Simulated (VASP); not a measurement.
# P in VASP: further runs

P is run at these levels: PBEsol; tasks: single point.

Program: VASP 6.6.1. These are calculated values, not measurements. Logs are shortened: lines on timing, memory, paths and dates and some standing lists are left out, and cuts for length are marked.

## Step 1: The cell of the first run

The cell holds a slab with vacuum, 4 atoms: a = 3.090 Å, b = 32.802 Å, c = 5.231 Å, α = 90.00°, β = 90.00°, γ = 90.00°.

## Step 2: Single point, PBEsol

INCAR

```
SYSTEM = P
PREC     = Accurate       ! precision mode
ENCUT    = 520            ! plane-wave cutoff, eV
EDIFF    = 1E-6           ! SCF threshold, eV
ISMEAR   = 0              ! smearing method
SIGMA    = 0.05           ! smearing width, eV
LREAL    = .False.        ! projectors in reciprocal space
LASPH    = .True.         ! aspherical terms in the spheres
NELM     = 100            ! most SCF steps
ALGO     = Normal         ! electronic algorithm
ISIF     = 2              ! what is computed and relaxed
LWAVE    = .False.        ! write WAVECAR
LCHARG   = .False.        ! write CHGCAR
GGA      = PS             ! functional
NBANDS   = 18             ! bands
```

KPOINTS

```
regular mesh
0
Gamma
  10 1 8
  0 0 0
```

POSCAR

```
P
1.0
    3.0901060936      0.0000000000      0.0000000000
    0.0000000000     32.8017220214      0.0000000000
    0.0000000000      0.0000000000      5.2307503211
P
4
Direct
    0.0000000000      0.9702614300      0.5921507200
    0.0000000000      0.0297385700      0.4078492800
    0.5000000000      0.0297385700      0.0921507200
    0.5000000000      0.9702614300      0.9078492800
```

Potentials or basis: VASP PAW PBE potentials, release 64 (P).

On the command line:

```
$ cat potpaw_PBE.64/P/POTCAR > POTCAR
$ mpirun -np 1 vasp_std > vasp.out
```

OUTCAR:

```text
SYSTEM = P
   PREC = Accurate
   ENCUT = 520
   EDIFF = 1E-6
   ISMEAR = 0
   LREAL = .False.
   LASPH = .True.
   NELM = 100
   ISIF = 2
   GGA = PS

 ion  position               nearest neighbor table
   1  0.000  0.970  0.592-   2 2.18   4 2.26   4 2.26
   2  0.000  0.030  0.408-   1 2.18   3 2.26   3 2.26
   3  0.500  0.030  0.092-   4 2.18   2 2.26   2 2.26
   4  0.500  0.970  0.908-   3 2.18   1 2.26   1 2.26

  LATTYP: Found a simple orthorhombic cell.
 ALAT       =     3.0901060936
 B/A-ratio  =     1.6927413372
 C/A-ratio  =    10.6150795564

  Lattice vectors:

 A1 = (  -3.0901060936,   0.0000000000,   0.0000000000)
 A2 = (   0.0000000000,   0.0000000000,   5.2307503211)
 A3 = (   0.0000000000,  32.8017220214,   0.0000000000)

Analysis of symmetry for initial positions (statically):
=====================================================================
 Subroutine PRICEL returns:
 Original cell was already a primitive cell.

 Routine SETGRP: Setting up the symmetry group for a
 simple orthorhombic supercell.

 Subroutine GETGRP returns: Found  8 space group operations
 (whereof  4 operations were pure point group operations)
 out of a pool of  8 trial point group operations.

The static configuration has the point symmetry C_2h.
 The point group associated with its full space group is D_2h.

Analysis of symmetry for dynamics (positions and initial velocities):
=====================================================================
 Subroutine PRICEL returns:
 Original cell was already a primitive cell.

 Routine SETGRP: Setting up the symmetry group for a
 simple orthorhombic supercell.

 Subroutine GETGRP returns: Found  8 space group operations
 (whereof  4 operations were pure point group operations)
 out of a pool of  8 trial point group operations.

The dynamic configuration has the point symmetry C_2h.
 The point group associated with its full space group is D_2h.

 Subroutine INISYM returns: Found  8 space group operations
 (whereof  4 operations are pure point group operations),
 and found     1 'primitive' translations

----------------------------------------------------------------------------------------

                                     Primitive cell

  volume of cell :     530.1930

  direct lattice vectors                    reciprocal lattice vectors
     3.090106094  0.000000000  0.000000000     0.323613484  0.000000000  0.000000000
     0.000000000 32.801722021  0.000000000     0.000000000  0.030486204  0.000000000
     0.000000000  0.000000000  5.230750321     0.000000000  0.000000000  0.191177162

  length of vectors
     3.090106094 32.801722021  5.230750321     0.323613484  0.030486204  0.191177162

  position of ions in fractional coordinates (direct lattice)
     0.000000000  0.970261430  0.592150720
     0.000000000  0.029738570  0.407849280
     0.500000000  0.029738570  0.092150720
     0.500000000  0.970261430  0.907849280

  ion indices of the primitive-cell ions
   primitive index   ion index
                 1           1
                 2           2
                 3           3
                 4           4

----------------------------------------------------------------------------------------

 KPOINTS: regular mesh

Automatic generation of k-mesh.
 Grid dimensions read from file:
 generate k-points for:   10    1    8

 Generating k-lattice:

  Cartesian coordinates                     Fractional coordinates (reciprocal lattice)
     0.032361348  0.000000000  0.000000000     0.100000000  0.000000000  0.000000000
     0.000000000  0.030486204  0.000000000     0.000000000  1.000000000  0.000000000
     0.000000000  0.000000000  0.023897145     0.000000000  0.000000000  0.125000000

  Length of vectors
     0.032361348  0.030486204  0.023897145

  Shift w.r.t. Gamma in fractional coordinates (k-lattice)
     0.000000000  0.000000000  0.000000000

 Subroutine IBZKPT returns following result:
 ===========================================

 Found     30 irreducible k-points:

 Following reciprocal coordinates:
            Coordinates               Weight
  0.000000  0.000000  0.000000      1.000000
  0.100000  0.000000  0.000000      2.000000
  0.200000  0.000000  0.000000      2.000000
  0.300000  0.000000  0.000000      2.000000
  0.400000  0.000000  0.000000      2.000000
  0.500000  0.000000  0.000000      1.000000
[... 16 lines left out ...]
  0.400000  0.000000  0.375000      4.000000
  0.500000  0.000000  0.375000      2.000000
 [... further k-points ...]
   k-points           NKPTS =     30   k-points in BZ     NKDIM =     30   number of bands    NBANDS=     18
   number of dos      NEDOS =    301   number of ions     NIONS =      4
   total plane-waves  NPLWV = 240000
   dimension x,y,z NGX =    24 NGY =  250 NGZ =   40
   dimension x,y,z NGXF=    48 NGYF=  500 NGZF=   80
   ions per type =               4
   NGX,Y,Z   is equivalent  to a cutoff of  12.91, 12.67, 12.71 a.u.
   NGXF,Y,Z  is equivalent  to a cutoff of  25.82, 25.34, 25.43 a.u.
 SYSTEM =  P
   PREC   = accura    normal or accurate (medium, high low for compatibility)
   ISTART =      0    job   : 0-new  1-cont  2-samecut
   ICHARG =      2    charge: 1-file 2-atom 10-const
   ISPIN  =      1    spin polarized calculation?
   LNONCOLLINEAR =      F non collinear calculations
   LSORBIT =      F    spin-orbit coupling
   LASPH  =      T    aspherical Exc in radial PAW
   ENCUT  =  520.0 eV  38.22 Ry    6.18 a.u.   5.75 60.99  9.73*2*pi/ulx,y,z
   NELM   =    100;   NELMIN=  2; NELMDL= -5     # of ELM steps
   EDIFF  = 0.1E-05   stopping-criterion for ELM
   LREAL  =      F    real-space projection
   EDIFFG = 0.1E-04   stopping-criterion for IOM
   NSW    =      0    number of steps for IOM
   IBRION =     -1    ionic relax: 0-MD 1-quasi-New 2-CG
   NFREE  =      0    steps in history (QN), initial steepest desc. (CG)
   ISIF   =      2    stress and relaxation
   ISYM   =      2    0-nonsym 1-usesym 2-fastsym
   POTIM  = 0.5000    time-step for ionic-motion
   TEBEG  =    0.0;   TEEND  =   0.0 temperature during run
   PSTRESS=    0.0 pullay stress
   NELECT =      20.0000    total number of electrons
   NUPDOWN=      -1.0000    fix difference up-down
   EMIN   =  10.00;   EMAX   =-10.00  energy-range for DOS
   EFERMI =   0.00;   METHOD = LEGACY
   ISMEAR =     0;   SIGMA  =   0.05  broadening in eV -4-tet -1-fermi 0-gaus
   EFERMI_NEDOS =   21; number of points for ismear=-14 and -15
   IALGO  =     38    algorithm
   IMIX   =      4    mixing-type and parameters
     AMIX     =   0.40;   BMIX     =  1.00
     AMIX_MAG =   1.60;   BMIX_MAG =  1.00
  volume/ion in A,a.u.               =     132.55       894.48
  Fermi-wavevector in a.u.,A,eV,Ry     =   0.549044  1.037542  4.101461  0.301449
  Thomas-Fermi vector in A             =   1.580001
   LORBIT       =      0    0 simple, 1 ext, 2 COOP (PROOUT), +10 PAW based schemes
   GGA     = PS    functional components
   LHFCALC =     F    Hartree Fock is set to
   AEXX    =    0.0000 exact exchange contribution
   IVDW    =     0    specifies the selected vdW correction
   LEPSILON=     F    determine dielectric tensor
   LRPA    =     F    only Hartree local field effects (RPA)
 non-spin polarized calculation
 Gauss-broadening in eV      SIGMA  =   0.05
  energy-cutoff  :      520.00
  volume of cell :      530.19
 maximum number of plane-waves:     14332
 NGX is ok and might be reduce to    24
   NGX = 11   NGY =121   NGZ = 19

 number of electron      20.0000001 magnetization

 Free energy of the ion-electron system (eV)
  ---------------------------------------------------
  ext. energy  EPLUGINS =         0.00000000
  ---------------------------------------------------
  free energy    TOTEN  =       -22.25873935 eV

  energy without entropy =      -22.25873935  energy(sigma->0) =      -22.25873935

 E-fermi :  -3.3922     XC(G=0):  -1.8029

 val. band max:       -3.6055383844   @ k =   0.0000   0.0000   0.0000
 cond. band min:      -2.9556233044   @ k =   0.3000   0.0000   0.0000
 fundamental gap:      0.6499150800
 Fermi energy:        -3.3921569282

 k-point     1 :       0.0000    0.0000    0.0000
  band No.  band energies     occupation
      1     -18.5219      2.00000
      2     -15.9281      2.00000
      3     -14.0358      2.00000
      4      -9.3495      2.00000
      5      -8.9291      2.00000
      6      -8.4081      2.00000
[... 10 lines left out ...]
     17       1.6463      0.00000
     18       1.7882      0.00000

 k-point     2 :       0.1000    0.0000    0.0000
  band No.  band energies     occupation
      1     -18.3877      2.00000
      2     -15.7856      2.00000
      3     -13.9815      2.00000
      4      -9.2548      2.00000
      5      -8.8670      2.00000
      6      -8.2845      2.00000
[... 10 lines left out ...]
     17       1.8030      0.00000
     18       1.9173      0.00000

 k-point     3 :       0.2000    0.0000    0.0000
  band No.  band energies     occupation
      1     -17.9890      2.00000
      2     -15.3594      2.00000
      3     -13.8785      2.00000
      4      -9.0004      2.00000
      5      -8.8337      2.00000
      6      -7.9945      2.00000
[... 10 lines left out ...]
     17       2.0536      0.00000
     18       2.2725      0.00000

 k-point     4 :       0.3000    0.0000    0.0000
  band No.  band energies     occupation
      1     -17.3398      2.00000
      2     -14.6540      2.00000
      3     -13.9507      2.00000
      4      -9.5684      2.00000
      5      -9.2356      2.00000
      6      -8.7191      2.00000
[... 375 lines left out ...]
      4     -11.2295      2.00000
      5      -9.0929      2.00000
      6      -8.5073      2.00000
[... 10 lines left out ...]
     17       2.4056      0.00000
     18       2.4744      0.00000

 k-point    23 :       0.4000    0.0000    0.3750
  band No.  band energies     occupation
      1     -16.0280      2.00000
      2     -15.3523      2.00000
      3     -12.8670      2.00000
      4     -11.9808      2.00000
      5      -9.2924      2.00000
      6      -8.6127      2.00000
[... 10 lines left out ...]
     17       2.5559      0.00000
     18       2.6485      0.00000

 k-point    24 :       0.5000    0.0000    0.3750
  band No.  band energies     occupation
      1     -15.2997      2.00000
      2     -15.2997      2.00000
      3     -12.8626      2.00000
      4     -12.8626      2.00000
      5      -8.7219      2.00000
      6      -8.7219      2.00000
[... 10 lines left out ...]
     17       2.9910      0.00000
     18       2.9910      0.00000

 [... further k-points ...]

------------------------ aborting loop because EDIFF is reached ----------------------------------------

  FORCE on cell =-STRESS in cart. coord.  units (eV):
  Direction    XX          YY          ZZ          XY          YZ          ZX
  --------------------------------------------------------------------------------------
  -------------------------------------------------------------------------------------
  Total        3.6528373      2.6008053     -6.4344379      0.0000000     -0.0000000      0.0000000
  in kB       11.0384192      7.8593095    -19.4440699      0.0000000     -0.0000000      0.0000000
  external PRESSURE =      -0.1821137 kB  Pullay stress =       0.0000000 kB

 VOLUME and BASIS-vectors are now :
 -----------------------------------------------------------------------------
  energy-cutoff  :      520.00
  volume of cell :      530.19
      direct lattice vectors                 reciprocal lattice vectors
     3.090106094  0.000000000  0.000000000     0.323613484  0.000000000  0.000000000
     0.000000000 32.801722021  0.000000000     0.000000000  0.030486204  0.000000000
     0.000000000  0.000000000  5.230750321     0.000000000  0.000000000  0.191177162

 POSITION                                       TOTAL-FORCE (eV/Angst)
 -----------------------------------------------------------------------------------
      0.00000     31.82625      3.09739        -0.000000     -0.670649      1.507850
      0.00000      0.97548      2.13336        -0.000000      0.670649     -1.507850
      1.54505      0.97548      0.48202         0.000000      0.670649      1.507850
      1.54505     31.82625      4.74873        -0.000000     -0.670649     -1.507850
 -----------------------------------------------------------------------------------
    total drift:                               -0.000000      0.000000     -0.000000

  FREE ENERGIE OF THE ION-ELECTRON SYSTEM (eV)
  ---------------------------------------------------
  free  energy   TOTEN  =       -22.2587393524 eV

  energy  without entropy=      -22.2587393524  energy(sigma->0) =      -22.25873935
```

Wall time 11 min (1 thread of Intel Xeon 8259CL, shared host); peak memory 0.62 GiB.

Results:

- Free energy: -22.2587 eV
- Largest force: 1.650 eV/Å
- Band gap on the k mesh: 0.65 eV (least direct gap 1.20 eV)

Forces on the atoms (eV/Å):
```
P    0.000 -0.671  1.508
P    0.000  0.671 -1.508
P    0.000  0.671  1.508
P    0.000 -0.671 -1.508
```

Levels at points of the mesh, in eV from the valence-band top:
```csv
k point,band 8,band 9,band 10,band 11,band 12,band 13
"(0.00, 0.00, 0.00)",-1.58,-0.44,0.00,1.42,3.15,3.17
"(0.50, 0.00, 0.00)",-2.80,-1.73,-1.73,0.74,0.74,2.11
"(0.00, 0.00, 0.50)",-2.38,-1.01,-1.01,3.20,3.20,3.75
"(0.50, 0.00, 0.50)",-4.30,-0.64,-0.64,1.49,1.49,3.19
```

Caveat: there is no dipole correction, which matters where the two faces differ; semilocal functionals underestimate gaps, and a narrow one can read as zero; the PAW data sets were made with another functional, which shifts forces and pressure a little.

## Step 3: Single point, PBEsol

This run uses another cell than the first one, of the same volume but with other edges.

INCAR is that of step 2.

KPOINTS

```
Automatic mesh
0
Gamma
  10 1 8
  0 0 0
```

POSCAR

```
P
1.0
    3.3762753915      0.0000000000      0.0000000000
    0.0000000000     35.8394318856      0.0000000000
    0.0000000000      0.0000000000      4.3816233729
P
4
Direct
    0.0000000000      0.9702614300      0.5921507200
    0.0000000000      0.0297385700      0.4078492800
    0.5000000000      0.0297385700      0.0921507200
    0.5000000000      0.9702614300      0.9078492800
```

Potentials or basis: VASP PAW PBE potentials, release 64 (P).

On the command line:

```
$ cat potpaw_PBE.64/P/POTCAR > POTCAR
$ mpirun -np 1 vasp_std > vasp.out
```

Run time: 13 min. Hardware: 1 thread of Intel Xeon 8259CL, shared host; peak memory 0.71 GiB.

The run converged. Its results:

- Free energy: -22.7241 eV
- Largest force: 1.021 eV/Å
- Band gap on the k mesh: 0.48 eV (least direct gap 0.50 eV)

Forces in eV/Å, atoms in the order of the input:
```
P    0.000  0.288 -0.979
P    0.000 -0.288  0.979
P    0.000 -0.288 -0.979
P    0.000  0.288  0.979
```

Levels at points of the mesh, in eV from the valence-band top:
```
           k point  band 7  band 8  band 9  band 10  band 11  band 12  band 13  band 14
(0.00, 0.00, 0.00)   -4.29   -2.74   -1.82    -0.02     0.48     0.74     1.82     3.36
(0.50, 0.00, 0.00)   -2.81   -2.81   -2.25    -2.25     1.24     1.24     2.13     2.13
(0.00, 0.00, 0.50)   -3.19   -3.19   -1.19    -1.19     1.36     1.36     3.23     3.23
(0.50, 0.00, 0.50)   -4.91   -4.91   -1.45    -1.45     1.90     1.90     4.64     4.64
```

Caveat: there is no dipole correction, which matters where the two faces differ; semilocal functionals underestimate gaps, and a narrow one can read as zero; the PAW data sets were made with another functional, which shifts forces and pressure a little.
